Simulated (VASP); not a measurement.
# AlGa3N4 (sol) (Cm) in VASP: a series of runs, part 2 of 2

VASP 6.6.1. The steps go on from the part before.

**3. Single point, PBEsol**

Input file INCAR:

```
PREC = Accurate ; ENCUT = 520
EDIFF = 1E-6 ; ISMEAR = 0
SIGMA = 0.1 ; LREAL = False
LASPH = True ; NELM = 100
ALGO = Normal ; ISIF = 2
LWAVE = False ; LCHARG = True
GGA = PS ; LELF = True
LVHAR = True ; NBANDS = 41
```

Input file KPOINTS:

```
regular mesh
0
Gamma
  6 6 4
```

Input file POSCAR:

```
AlGa3N4
1.0
    0.0000000000     -2.2337965147     -2.2337965147
    2.2322616741      4.4680528563     -2.2342563417
    4.4641917424     -2.2339925307      2.2339925307
Al Ga N
1 3 4
Direct
    0.7501347244      0.5002694488      0.2504205761
    0.4988651748     -0.0022696503      0.4976645048
    0.2500872226      0.5001744453      0.7497888996
    0.0008746186      0.0017492373      0.0021245155
    0.8117913833      0.6235827666      0.9447045783
    0.5673058348      0.1346116696      0.1892251727
    0.3093710287      0.6187420573      0.4291041360
    0.0615700127      0.1231400254      0.6869676170
```

Potentials or basis: VASP PAW PBE potentials, release 64 (Al, Ga_d, N).

The run is started by

```bash
$ cat potpaw_PBE.64/Al/POTCAR potpaw_PBE.64/Ga_d/POTCAR potpaw_PBE.64/N/POTCAR > POTCAR
$ mpirun -np 1 vasp_std > vasp.out
```

OUTCAR:

```text
PREC = Accurate
   ENCUT = 520
   EDIFF = 1E-6
   ISMEAR = 0
   LREAL = False
   LASPH = True
   NELM = 100
   ISIF = 2
   GGA = PS

 ion  position               nearest neighbor table
   1  0.750  0.500  0.250-   6 1.89   5 1.89   7 1.90   7 1.90
   2  0.499  0.998  0.498-   8 1.94   8 1.94   6 1.94   7 1.96
   3  0.250  0.500  0.750-   8 1.94   5 1.95   5 1.95   7 1.96
   4  0.001  0.002  0.002-   8 1.94   6 1.94   6 1.94   5 1.95
[... 1273 lines left out ...]
  -------------------------------------------------------------------------------------
  Total       -0.0501874     -0.0063277     -0.0063277      0.0074005      0.0157813     -0.0074006
  in kB       -0.9023046     -0.1137639     -0.1137639      0.1330519      0.2837265     -0.1330527
  external PRESSURE =      -0.3766108 kB  Pullay stress =       0.0000000 kB

 VOLUME and BASIS-vectors are now :
 -----------------------------------------------------------------------------
  energy-cutoff  :      520.00
  volume of cell :       89.12
      direct lattice vectors                 reciprocal lattice vectors
     0.000000000 -2.233796515 -2.233796515     0.055998061 -0.167883656 -0.279784694
     2.232261674  4.468052856 -2.234256342     0.111996122  0.111901037 -0.111901037
     4.464191742 -2.233992531  2.233992531     0.168002495 -0.055954675  0.055954675

 POSITION                                       TOTAL-FORCE (eV/Angst)
 -----------------------------------------------------------------------------------
      2.23466      0.00014     -2.23394         0.041125      0.011957     -0.011957
      4.44886      2.23177     -2.23177         0.000332     -0.006695      0.006695
      4.46372      0.00114     -0.00114         0.015437      0.015752     -0.015752
      0.01339      0.00112     -0.00112        -0.020834     -0.006637      0.006637
      5.60934     -1.13764     -1.09616        -0.022013      0.030546     -0.030546
      1.14523     -1.08852     -1.14528        -0.030398     -0.034210      0.034210
      3.29680      1.11488     -1.11488         0.027717      0.002495     -0.002495
      3.34164     -1.12202      1.12202        -0.011366     -0.013208      0.013208
 -----------------------------------------------------------------------------------
    total drift:                               -0.000076     -0.000038      0.000052

  FREE ENERGIE OF THE ION-ELECTRON SYSTEM (eV)
  ---------------------------------------------------
  free  energy   TOTEN  =       -54.9616052124 eV

  energy  without entropy=      -54.9616052124  energy(sigma->0) =      -54.96160521
```

OSZICAR:

```text
N       E                     dE             d eps       ncg     rms          rms(c)
DAV:   1     0.605311855472E+03    0.60531E+03   -0.28634E+04  4544   0.259E+03
DAV:   2     0.469521207471E+02   -0.55836E+03   -0.52074E+03  4126   0.618E+02
DAV:   3    -0.555101780166E+02   -0.10246E+03   -0.99557E+02  4323   0.190E+02
DAV:   4    -0.626151064761E+02   -0.71049E+01   -0.70418E+01  5296   0.533E+01
DAV:   5    -0.627835536606E+02   -0.16845E+00   -0.16818E+00  4614   0.818E+00    0.150E+01
DAV:   6    -0.548342772493E+02    0.79493E+01   -0.22772E+01  7143   0.575E+01    0.453E+00
DAV:   7    -0.550550427876E+02   -0.22077E+00   -0.39379E+00  4482   0.109E+01    0.389E+00
DAV:   8    -0.549965242739E+02    0.58519E-01   -0.50761E-01  6150   0.822E+00    0.105E+00
DAV:   9    -0.549606789275E+02    0.35845E-01   -0.14363E-01  6146   0.559E+00    0.454E-01
DAV:  10    -0.549614980391E+02   -0.81911E-03   -0.17164E-02  4712   0.978E-01    0.222E-01
DAV:  11    -0.549615774908E+02   -0.79452E-04   -0.14031E-03  6068   0.619E-01    0.639E-02
DAV:  12    -0.549615943583E+02   -0.16867E-04   -0.28136E-04  5488   0.423E-01    0.213E-02
DAV:  13    -0.549616034960E+02   -0.91378E-05   -0.12980E-04  5708   0.127E-01    0.106E-02
DAV:  14    -0.549616050409E+02   -0.15449E-05   -0.16940E-05  4955   0.657E-02    0.668E-03
DAV:  15    -0.549616052124E+02   -0.17148E-06   -0.33758E-06  3836   0.310E-02
   1 F= -.54961605E+02 E0= -.54961605E+02  d E =-.734642E-11
```

Run time: 2.4 min. Hardware: 1 thread of Intel Xeon Platinum 8375C at 2.90GHz (Ice Lake), shared host; peak memory 0.28 GiB.

What came out:

* Free energy: -54.9616 eV
* Pressure: 0.0 GPa
* Largest force: 0.057 eV/Å
* Band gap on the k mesh: 2.22 eV, direct

Forces on the atoms (eV/Å):
```
Al   0.041  0.012 -0.012
Ga   0.000 -0.007  0.007
Ga   0.015  0.016 -0.016
Ga  -0.021 -0.007  0.007
N   -0.022  0.031 -0.031
N   -0.030 -0.034  0.034
N    0.028  0.002 -0.002
N   -0.011 -0.013  0.013
```

Stress tensor (GPa, compression positive):
```
-0.09  0.01 -0.01
 0.01 -0.01  0.03
-0.01  0.03 -0.01
```

Caveat: the PAW data sets were made with another functional, which shifts forces and pressure a little. As with any semilocal functional, this PBEsol gap is likely too small.

**4. Relaxation of cell and atoms, PBEsol**

Input file INCAR:

```
SYSTEM = AlGa3N4
PREC = Accurate ; ENCUT = 600
EDIFF = 1E-6 ; ISMEAR = 0
SIGMA = 0.1 ; LREAL = .False.
LASPH = .True. ; NELM = 100
ALGO = Normal ; ISIF = 3
LWAVE = .False. ; LCHARG = .False.
GGA = PS ; IBRION = 2
NSW = 100 ; EDIFFG = -0.05
```

Input file KPOINTS:

```
Automatic mesh
0
Gamma
  6 6 4
  0 0 0
```

Input file POSCAR:

```
AlGa3N4
1.0
    0.0000000000     -2.2350000000     -2.2350000000
    2.2350000000      4.4700000000     -2.2350000000
    4.4700000000     -2.2350000000      2.2350000000
Al Ga N
1 3 4
Direct
    0.7500000000      0.5000000000      0.2500000000
    0.5000000000      0.0000000000      0.5000000000
    0.2500000000      0.5000000000      0.7500000000
    0.0000000000      0.0000000000      0.0000000000
    0.8125000000      0.6250000000      0.9375000000
    0.5625000000      0.1250000000      0.1875000000
    0.3125000000      0.6250000000      0.4375000000
    0.0625000000      0.1250000000      0.6875000000
```

The run is started by

```bash
$ cat potpaw_PBE.64/Al/POTCAR potpaw_PBE.64/Ga_d/POTCAR potpaw_PBE.64/N/POTCAR > POTCAR
$ mpirun -np 1 vasp_std > vasp.out
```

Run time: 9.5 min. Hardware: 1 thread of Intel Xeon Platinum 8375C at 2.90GHz (Ice Lake), shared host; peak memory 0.35 GiB.

The run converged. Its results:

- Free energy: -54.9691 eV
- Relaxed volume: 11.13 Å³/atom
- Relaxed cell: a = 3.159 Å, b = 5.469 Å, c = 5.467 Å, α = 99.63°, β = 90.00°, γ = 106.79°
- Space group after relaxing (to 0.05 Å): Cm (No. 8)
- Energy gained by relaxing: 8.1 meV/atom
- Ionic steps: 6
- Pressure after relaxing: 0.0 GPa
- Largest force after relaxing: 0.024 eV/Å
- Band gap on the k mesh: 2.23 eV, direct

Forces on the atoms (eV/Å):
```
Al   0.000  0.010 -0.010
Ga  -0.003 -0.015  0.015
Ga   0.002 -0.016  0.016
Ga   0.007  0.016 -0.016
N   -0.003  0.011 -0.011
N    0.013  0.007 -0.007
N   -0.004 -0.012  0.012
N   -0.012 -0.001  0.001
```

The path:
| step | energy change (eV) | largest force (eV/Å) | pressure (GPa) | volume (Å³) |
| --- | --- | --- | --- | --- |
| 1 | 0.0000 | 1.0365 | -0.34 | 89.31 |
| 2 | -0.0606 | 0.2724 | 0.06 | 89.01 |
| 3 | -0.0609 | 0.2580 | 0.02 | 89.03 |
| 4 | -0.0647 | 0.0672 | 0.00 | 89.02 |
| 5 | -0.0647 | 0.0667 | 0.00 | 89.02 |
| 6 | -0.0651 | 0.0241 | -0.01 | 89.02 |

Final structure:
```
CELL_PARAMETERS angstrom
0.00000 -2.23368 -2.23368
2.23130 4.46607 -2.23239
4.46240 -2.23276 2.23276
ATOMIC_POSITIONS crystal
Al 0.75011 0.50023 0.25068
Ga 0.49915 0.99830 0.49788
Ga 0.25035 0.50071 0.74968
Ga 0.00052 0.00105 0.00195
N 0.81167 0.62334 0.94441
N 0.56690 0.13380 0.18898
N 0.30964 0.61928 0.42924
N 0.06165 0.12329 0.68718
```

Levels at points of the mesh, in eV from the valence-band top:
```tsv
k point	band 29	band 30	band 31	band 32	band 33	band 34
(0.00, 0.00, 0.00)	-0.06	-0.02	0.00	2.23	5.07	5.45
(0.50, 0.00, 0.00)	-2.47	-1.49	-1.40	5.57	5.70	6.22
(0.00, 0.50, 0.00)	-0.58	-0.33	-0.32	3.25	4.40	4.50
(0.00, 0.00, 0.50)	-0.95	-0.74	-0.67	4.60	4.81	6.18
(0.50, 0.00, 0.50)	-1.74	-0.91	-0.89	3.19	4.97	5.36
(0.00, 0.50, 0.50)	-1.57	-0.64	-0.41	4.89	5.00	5.30
```

Caveat: the PAW data sets were made with another functional, which shifts forces and pressure a little; the relaxation stopped at a loose force limit of 0.05 eV/Å, so its end isn't a converged minimum.

**5. The runs side by side**

| task | cell | k mesh | cutoff (eV) | smearing | gap on the mesh (eV) | pressure (GPa) | largest force (eV/Å) |
| --- | --- | --- | --- | --- | --- | --- | --- |
| single point | a = 3.161, b = 5.473, c = 5.470 Å, angles 99.6, 90.0, 106.8°, 8 atoms | 10 × 10 × 6 | 520 | gaussian 0.02 eV | 2.22 | -0.2 | 0.01 |
| single point | a = 3.159, b = 5.472, c = 5.469 Å, angles 99.6, 90.0, 106.8°, 8 atoms | 6 × 6 × 4 | 520 | gaussian 0.1 eV | 2.22 | 0.0 | 0.06 |
| relaxation of cell and atoms | relaxed from a = 3.161, b = 5.475, c = 5.475 Å, angles 99.6, 90.0, 106.8°, 8 atoms | 6 × 6 × 4 | 600 | gaussian 0.1 eV | 2.23 | 0.0 | 0.02 |

Some of these runs hold the atoms at other places in the same cell, which the table doesn't show; runs alike in all that it shows share one row.

Alike in all rows: level PBEsol; potentials or basis VASP PAW PBE potentials, release 64 (Al, Ga_d, N); no spin polarisation.

Caveats: the PAW data sets were made with another functional, which shifts forces and pressure a little; the relaxation stopped at a loose force limit of 0.05 eV/Å, so its end isn't a converged minimum (some runs).

Absolute energies hang on the potentials; compare differences alone.
